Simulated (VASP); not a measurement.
# Bi2Se3 (R-3m) in VASP: a series of runs

Bi2Se3 is run at these levels: PBE+D3(BJ); tasks: single point.

All numbers are computed with VASP 6.6.1; they aren't measurements. Logs are shortened: lines on timing, memory, paths and dates and some standing lists are left out, and cuts for length are marked.

## Step 1: The cell of the first run

It takes space group R-3m (No. 166, trigonal). The conventional cell has a = 4.143 Å, b = 4.143 Å, c = 28.636 Å, α = 90.00°, β = 90.00°, γ = 120.00°. Within 3.8 Å of Bi (site symmetry 3m) lie 6 Se at 2.85 to 3.07 Å. Within 4.3 Å of Se (site symmetry -3m) lie 6 Bi at 3.07 Å and 12 Se at 4.14 to 4.23 Å. Within 3.8 Å of Se (site symmetry 3m) lie 3 Bi at 2.85 Å and 3 Se at 3.52 Å.

## Step 2: Single point, PBE+D3(BJ)

File INCAR:

```
PREC     = Accurate       # precision mode
ENCUT    = 520            # plane-wave cutoff, eV
EDIFF    = 1E-6           # SCF threshold, eV
ISMEAR   = 0              # smearing method
SIGMA    = 0.01           # smearing width, eV
LREAL    = F              # projectors in reciprocal space
LASPH    = T              # aspherical terms in the spheres
NELM     = 100            # most SCF steps
ALGO     = Normal         # electronic algorithm
ISIF     = 2              # what is computed and relaxed
LWAVE    = F              # write WAVECAR
LCHARG   = T              # write CHGCAR
GGA      = PE             # functional
IVDW     = 12             # dispersion correction
LELF     = T              # ELF
LVHAR    = T            
NBANDS   = 32             # bands
```

File KPOINTS:

```
Automatic mesh
0
Gamma
  5 5 5
```

File POSCAR:

```
Bi2Se3
1.0
    2.0715000000      1.1959810800      9.5453333300
   -2.0715000000      1.1959810800      9.5453333300
    0.0000000000     -2.3919621700      9.5453333300
Bi Se
2 3
Direct
    0.4008000000      0.4008000000      0.4008000000
    0.5992000000      0.5992000000      0.5992000000
    0.0000000000      0.0000000000      0.0000000000
    0.2117000000      0.2117000000      0.2117000000
    0.7883000000      0.7883000000      0.7883000000
```

Potentials or basis: VASP PAW PBE potentials, release 64 (Bi_d, Se).

Run with:

```
cat potpaw_PBE.64/Bi_d/POTCAR potpaw_PBE.64/Se/POTCAR > POTCAR
mpirun -np 1 vasp_std > vasp.out
```

OUTCAR:

```text
PREC = Accurate
   ENCUT = 520
   EDIFF = 1E-6
   ISMEAR = 0
   LREAL = F
   LASPH = T
   NELM = 100
   ISIF = 2
   GGA = PE
   IVDW = 12
 IVDW          = 12

 ion  position               nearest neighbor table
   1  0.401  0.401  0.401-   5 2.85   5 2.85   5 2.85   3 3.07   3 3.07   3 3.07
   2  0.599  0.599  0.599-   4 2.85   4 2.85   4 2.85   3 3.07   3 3.07   3 3.07
   3  0.000  0.000  0.000-   2 3.07   2 3.07   1 3.07   1 3.07   2 3.07   1 3.07
   4  0.212  0.212  0.212-   2 2.85   2 2.85   2 2.85
   5  0.788  0.788  0.788-   1 2.85   1 2.85   1 2.85

  LATTYP: Found a trigonal (rhomboedric) cell.
 ALAT       =     9.8404710952
 COS(alpha) =     0.9113725832

  Lattice vectors:

 A1 = (   2.0715000000,   1.1959810800,   9.5453333300)
 A2 = (  -2.0715000000,   1.1959810800,   9.5453333300)
 A3 = (   0.0000000000,  -2.3919621700,   9.5453333300)

Analysis of symmetry for initial positions (statically):
=====================================================================
 Subroutine PRICEL returns:
 Original cell was already a primitive cell.

 Routine SETGRP: Setting up the symmetry group for a
 trigonal (rhombohedral) supercell.

 Subroutine GETGRP returns: Found 12 space group operations
 (whereof 12 operations were pure point group operations)
 out of a pool of 12 trial point group operations.

The static configuration has the point symmetry D_3d.

Analysis of symmetry for dynamics (positions and initial velocities):
=====================================================================
 Subroutine PRICEL returns:
 Original cell was already a primitive cell.

 Routine SETGRP: Setting up the symmetry group for a
 trigonal (rhombohedral) supercell.

 Subroutine GETGRP returns: Found 12 space group operations
 (whereof 12 operations were pure point group operations)
 out of a pool of 12 trial point group operations.

The dynamic configuration has the point symmetry D_3d.

 Subroutine INISYM returns: Found 12 space group operations
 (whereof 12 operations are pure point group operations),
 and found     1 'primitive' translations

----------------------------------------------------------------------------------------

                                     Primitive cell

  volume of cell :     141.8899

  direct lattice vectors                    reciprocal lattice vectors
     2.071500000  1.195981080  9.545333330     0.241370987  0.139355604  0.034921078
    -2.071500000  1.195981080  9.545333330    -0.241370987  0.139355604  0.034921078
     0.000000000 -2.391962170  9.545333330     0.000000000 -0.278711209  0.034921078

  length of vectors
     9.840471095  9.840471095  9.840471097     0.280890405  0.280890405  0.280890405

  position of ions in fractional coordinates (direct lattice)
     0.400800000  0.400800000  0.400800000
     0.599200000  0.599200000  0.599200000
     0.000000000  0.000000000  0.000000000
     0.211700000  0.211700000  0.211700000
     0.788300000  0.788300000  0.788300000

  ion indices of the primitive-cell ions
   primitive index   ion index
                 1           1
                 2           2
                 3           3
                 4           4
                 5           5

----------------------------------------------------------------------------------------

 KPOINTS: Automatic mesh

Automatic generation of k-mesh.
 Grid dimensions read from file:
 generate k-points for:    5    5    5

 Generating k-lattice:

  Cartesian coordinates                     Fractional coordinates (reciprocal lattice)
     0.048274197  0.027871121  0.006984216     0.200000000  0.000000000  0.000000000
    -0.048274197  0.027871121  0.006984216     0.000000000  0.200000000  0.000000000
     0.000000000 -0.055742242  0.006984216     0.000000000  0.000000000  0.200000000

  Length of vectors
     0.056178081  0.056178081  0.056178081

  Shift w.r.t. Gamma in fractional coordinates (k-lattice)
     0.000000000  0.000000000  0.000000000

 Subroutine IBZKPT returns following result:
 ===========================================

 Found     19 irreducible k-points:

 Following reciprocal coordinates:
            Coordinates               Weight
  0.000000  0.000000  0.000000      1.000000
  0.200000 -0.000000  0.000000      6.000000
  0.400000 -0.000000  0.000000      6.000000
  0.200000  0.200000  0.000000      6.000000
  0.400000  0.200000  0.000000     12.000000
 -0.400000  0.200000 -0.000000     12.000000
[... 11 lines left out ...]
  0.400000  0.400000  0.400000      2.000000
 -0.400000  0.400000  0.400000      6.000000
   k-points           NKPTS =     19   k-points in BZ     NKDIM =     19   number of bands    NBANDS=     32
   number of dos      NEDOS =    301   number of ions     NIONS =      5
   total plane-waves  NPLWV = 512000
   dimension x,y,z NGX =    80 NGY =   80 NGZ =   80
   dimension x,y,z NGXF=   160 NGYF=  160 NGZF=  160
   ions per type =               2   3
   NGX,Y,Z   is equivalent  to a cutoff of  13.52, 13.52, 13.52 a.u.
   NGXF,Y,Z  is equivalent  to a cutoff of  27.03, 27.03, 27.03 a.u.
 SYSTEM =  unknown system
   PREC   = accura    normal or accurate (medium, high low for compatibility)
   ISTART =      0    job   : 0-new  1-cont  2-samecut
   ICHARG =      2    charge: 1-file 2-atom 10-const
   ISPIN  =      1    spin polarized calculation?
   LNONCOLLINEAR =      F non collinear calculations
   LSORBIT =      F    spin-orbit coupling
   LASPH  =      T    aspherical Exc in radial PAW
   ENCUT  =  520.0 eV  38.22 Ry    6.18 a.u.  18.30 18.30 18.30*2*pi/ulx,y,z
   NELM   =    100;   NELMIN=  2; NELMDL= -5     # of ELM steps
   EDIFF  = 0.1E-05   stopping-criterion for ELM
   LREAL  =      F    real-space projection
   EDIFFG = 0.1E-04   stopping-criterion for IOM
   NSW    =      0    number of steps for IOM
   IBRION =     -1    ionic relax: 0-MD 1-quasi-New 2-CG
   NFREE  =      0    steps in history (QN), initial steepest desc. (CG)
   ISIF   =      2    stress and relaxation
   ISYM   =      2    0-nonsym 1-usesym 2-fastsym
   POTIM  = 0.5000    time-step for ionic-motion
   TEBEG  =    0.0;   TEEND  =   0.0 temperature during run
   PSTRESS=    0.0 pullay stress
   NELECT =      48.0000    total number of electrons
   NUPDOWN=      -1.0000    fix difference up-down
   EMIN   =  10.00;   EMAX   =-10.00  energy-range for DOS
   EFERMI =   0.00;   METHOD = LEGACY
   ISMEAR =     0;   SIGMA  =   0.01  broadening in eV -4-tet -1-fermi 0-gaus
   EFERMI_NEDOS =   21; number of points for ismear=-14 and -15
   IALGO  =     38    algorithm
   IMIX   =      4    mixing-type and parameters
     AMIX     =   0.40;   BMIX     =  1.00
     AMIX_MAG =   1.60;   BMIX_MAG =  1.00
  volume/ion in A,a.u.               =      28.38       191.50
  Fermi-wavevector in a.u.,A,eV,Ry     =   1.140700  2.155610 17.703848  1.301196
  Thomas-Fermi vector in A             =   2.277401
   LORBIT       =      0    0 simple, 1 ext, 2 COOP (PROOUT), +10 PAW based schemes
   GGA     = PE    functional components
   LHFCALC =     F    Hartree Fock is set to
   AEXX    =    0.0000 exact exchange contribution
   IVDW    =    12    specifies the selected vdW correction
   LEPSILON=     F    determine dielectric tensor
   LRPA    =     F    only Hartree local field effects (RPA)
 non-spin polarized calculation
 Gauss-broadening in eV      SIGMA  =   0.01
  energy-cutoff  :      520.00
  volume of cell :      141.89
 maximum number of plane-waves:      3843
 NGX is ok and might be reduce to    80
   NGX = 37   NGY = 37   NGZ = 37

 number of electron      47.9999997 magnetization

 Free energy of the ion-electron system (eV)
  ---------------------------------------------------
  ext. energy  EPLUGINS =         0.00000000
  ---------------------------------------------------
  free energy    TOTEN  =       -20.16310473 eV

  energy without entropy =      -20.16310473  energy(sigma->0) =      -20.16310473

 E-fermi :   5.0716     XC(G=0):  -9.4977

 val. band max:        4.9627980888   @ k =   0.0000   0.0000   0.0000
 cond. band min:       5.1858956079   @ k =   0.0000   0.0000   0.0000
 fundamental gap:      0.2230975191
 Fermi energy:         5.0715986719

 k-point     1 :       0.0000    0.0000    0.0000
  band No.  band energies     occupation
      1     -18.1618      2.00000
      2     -18.1618      2.00000
      3     -18.1601      2.00000
      4     -18.1601      2.00000
      5     -18.1524      2.00000
      6     -18.1498      2.00000
[... 24 lines left out ...]
     31      10.8015      0.00000
     32      11.9758      0.00000

 k-point     2 :       0.2000   -0.0000    0.0000
  band No.  band energies     occupation
      1     -18.1673      2.00000
      2     -18.1647      2.00000
      3     -18.1534      2.00000
      4     -18.1517      2.00000
      5     -18.1484      2.00000
      6     -18.1452      2.00000
[... 24 lines left out ...]
     31       9.8414      0.00000
     32      11.0238      0.00000

 k-point     3 :       0.4000   -0.0000    0.0000
  band No.  band energies     occupation
      1     -18.1790      2.00000
      2     -18.1743      2.00000
      3     -18.1544      2.00000
      4     -18.1497      2.00000
      5     -18.1482      2.00000
      6     -18.1442      2.00000
[... 24 lines left out ...]
     31       9.4169      0.00000
     32      11.2321      0.00000

 k-point     4 :       0.2000    0.2000    0.0000
  band No.  band energies     occupation
      1     -18.1673      2.00000
      2     -18.1647      2.00000
      3     -18.1534      2.00000
      4     -18.1517      2.00000
      5     -18.1485      2.00000
      6     -18.1451      2.00000
[... 479 lines left out ...]
     31      10.0127      0.00000
     32      11.1895      0.00000

 k-point    18 :       0.4000    0.4000    0.4000
  band No.  band energies     occupation
      1     -18.1618      2.00000
      2     -18.1618      2.00000
      3     -18.1601      2.00000
      4     -18.1601      2.00000
      5     -18.1522      2.00000
      6     -18.1500      2.00000
[... 24 lines left out ...]
     31      10.7656      0.00000
     32      11.6660      0.00000

 k-point    19 :      -0.4000    0.4000    0.4000
  band No.  band energies     occupation
      1     -18.1673      2.00000
      2     -18.1647      2.00000
      3     -18.1534      2.00000
      4     -18.1517      2.00000
      5     -18.1484      2.00000
      6     -18.1452      2.00000
[... 24 lines left out ...]
     31      10.1550      0.00000
     32      11.3388      0.00000

------------------------ aborting loop because EDIFF is reached ----------------------------------------

 Edisp (eV)   -2.00207

 E8    (eV) :    -0.9059

  FORCE on cell =-STRESS in cart. coord.  units (eV):
  Direction    XX          YY          ZZ          XY          YZ          ZX
  --------------------------------------------------------------------------------------
  -------------------------------------------------------------------------------------
  Total       0.13134     0.13134     0.11987    -0.00000    -0.00000     0.00000
  in kB       1.48307     1.48307     1.35352    -0.00000    -0.00000     0.00000
  external pressure =        1.44 kB  Pullay stress =        0.00 kB

 VOLUME and BASIS-vectors are now :
 -----------------------------------------------------------------------------
  energy-cutoff  :      520.00
  volume of cell :      141.89
      direct lattice vectors                 reciprocal lattice vectors
     2.071500000  1.195981080  9.545333330     0.241370987  0.139355604  0.034921078
    -2.071500000  1.195981080  9.545333330    -0.241370987  0.139355604  0.034921078
     0.000000000 -2.391962170  9.545333330     0.000000000 -0.278711209  0.034921078

 POSITION                                       TOTAL-FORCE (eV/Angst)
 -----------------------------------------------------------------------------------
      0.00000     -0.00000     11.47731         0.000000      0.000000     -0.216571
      0.00000     -0.00000     17.15869         0.000000     -0.000000      0.216571
      0.00000      0.00000      0.00000         0.000000     -0.000000      0.000000
      0.00000     -0.00000      6.06224         0.000000      0.000000     -0.192224
      0.00000     -0.00000     22.57376         0.000000     -0.000000      0.192224
 -----------------------------------------------------------------------------------
    total drift:                                0.000000      0.000000     -0.000000

  FREE ENERGIE OF THE ION-ELECTRON SYSTEM (eV)
  ---------------------------------------------------
  free  energy   TOTEN  =       -22.1651733540 eV

  energy  without entropy=      -22.1651733540  energy(sigma->0) =      -22.16517335
```

It took 15 min on 1 thread of Intel Xeon Platinum 8259CL at 2.50GHz (Skylake/Cascade Lake), shared host; peak memory 0.9 GiB.

What came out:

| Item | Value |
| --- | --- |
| Free energy | -22.1652 eV |
| Pressure | 0.1 GPa |
| Largest force | 0.217 eV/Å |
| Band gap on the k mesh | 0.22 eV |
| Dispersion energy per atom | -0.400 eV |

Forces in eV/Å, atoms in the order of the input:
```
Bi   0.000  0.000 -0.217
Bi   0.000  0.000  0.217
Se   0.000  0.000  0.000
Se   0.000  0.000 -0.192
Se   0.000  0.000  0.192
```

Caveat: spin-orbit coupling is left out, which moves the levels of the heavy elements.

## Step 3: Single point, PBE+D3(BJ)

This run uses another cell than the first one, of 29.09 Å³/atom.

File INCAR:

```
SYSTEM = Bi2Se3
  ALGO = Normal
  EDIFF = 1E-6
  ENCUT = 520
  GGA = PE
  ISIF = 2
  ISMEAR = 0
  IVDW = 12
  LASPH = .True.
  LCHARG = .False.
  LREAL = .False.
  LWAVE = .False.
  NBANDS = 32
  NELM = 80
  PREC = Accurate
  SIGMA = 0.01
```

File KPOINTS:

```
k-points
0
Gamma
  5 5 5
  0 0 0
```

Edit POSCAR of step 2 so:

```diff
@@ -2,5 +2,5 @@
 1.0
-    2.0715000000      1.1959810800      9.5453333300
-   -2.0715000000      1.1959810800      9.5453333300
-    0.0000000000     -2.3919621700      9.5453333300
+    2.0886206111      1.2058656694      9.6242239599
+   -2.0886206111      1.2058656694      9.6242239599
+    0.0000000000     -2.4117313489      9.6242239599
 Bi Se
```

Potentials or basis: VASP PAW PBE potentials, release 64 (Bi_d, Se).

Run with:

```
cat potpaw_PBE.64/Bi_d/POTCAR potpaw_PBE.64/Se/POTCAR > POTCAR
mpirun -np 1 vasp_std > vasp.out
```

Wall time 14 min (1 thread of Intel Xeon Platinum 8259CL at 2.50GHz (Skylake/Cascade Lake), shared host); peak memory 0.87 GiB.

It converged, with:

* Free energy: -22.1524 eV
* Pressure: -1.3 GPa
* Largest force: 0.142 eV/Å
* Band gap on the k mesh: 0.24 eV
* Dispersion energy per atom: -0.390 eV

Forces in eV/Å, atoms in the order of the input:
```
Bi   0.000  0.000 -0.142
Bi   0.000  0.000  0.142
Se   0.000  0.000  0.000
Se   0.000  0.000 -0.005
Se   0.000  0.000  0.005
```

Levels at points of the mesh, in eV from the valence-band top:
```csv
k point,band 22,band 23,band 24,band 25,band 26,band 27
"(0.00, 0.00, 0.00)",-1.13,-1.13,0.00,0.24,1.42,1.42
```

Caveat: spin-orbit coupling is left out, which moves the levels of the heavy elements.

## Step 4: Single point, PBE+D3(BJ)

This run uses another cell than the first one, of 29.80 Å³/atom.

File INCAR:

```
PREC = Accurate
ENCUT = 520
EDIFF = 1E-6
ISMEAR = 0
SIGMA = 0.01
LREAL = F
LASPH = T
NELM = 100
ALGO = Normal
ISIF = 2
LWAVE = F
LCHARG = F
GGA = PE
IVDW = 12
NBANDS = 32
```

File KPOINTS:

```
regular mesh
0
Gamma
  5 5 5
```

Edit POSCAR of step 3 so:

```diff
@@ -2,5 +2,5 @@
 1.0
-    2.0886206111      1.2058656694      9.6242239599
-   -2.0886206111      1.2058656694      9.6242239599
-    0.0000000000     -2.4117313489      9.6242239599
+    2.1054650531      1.2155908125      9.7018420212
+   -2.1054650531      1.2155908125      9.7018420212
+    0.0000000000     -2.4311816352      9.7018420212
 Bi Se
```

Run with:

```
cat potpaw_PBE.64/Bi_d/POTCAR potpaw_PBE.64/Se/POTCAR > POTCAR
mpirun -np 1 vasp_std > vasp.out
```

Wall time 13 min (1 thread of Intel Xeon Platinum 8259CL at 2.50GHz (Skylake/Cascade Lake), shared host); peak memory 0.87 GiB.

It converged, with:

```
Free energy                : -22.1089 eV
Pressure                   : -2.6 GPa
Largest force              : 0.165 eV/Å
Band gap on the k mesh     : 0.26 eV
Dispersion energy per atom : -0.380 eV
```

Forces in eV/Å, atoms in the order of the input:
```
Bi   0.000  0.000 -0.073
Bi   0.000  0.000  0.073
Se   0.000  0.000  0.000
Se   0.000  0.000  0.165
Se   0.000  0.000 -0.165
```

Levels at points of the mesh, in eV from the valence-band top:
```csv
k point,band 22,band 23,band 24,band 25,band 26,band 27
"(0.00, 0.00, 0.00)",-1.06,-1.06,0.00,0.26,1.44,1.44
```

Caveat: spin-orbit coupling is left out, which moves the levels of the heavy elements.

(Part 1 of 2 ends here.)
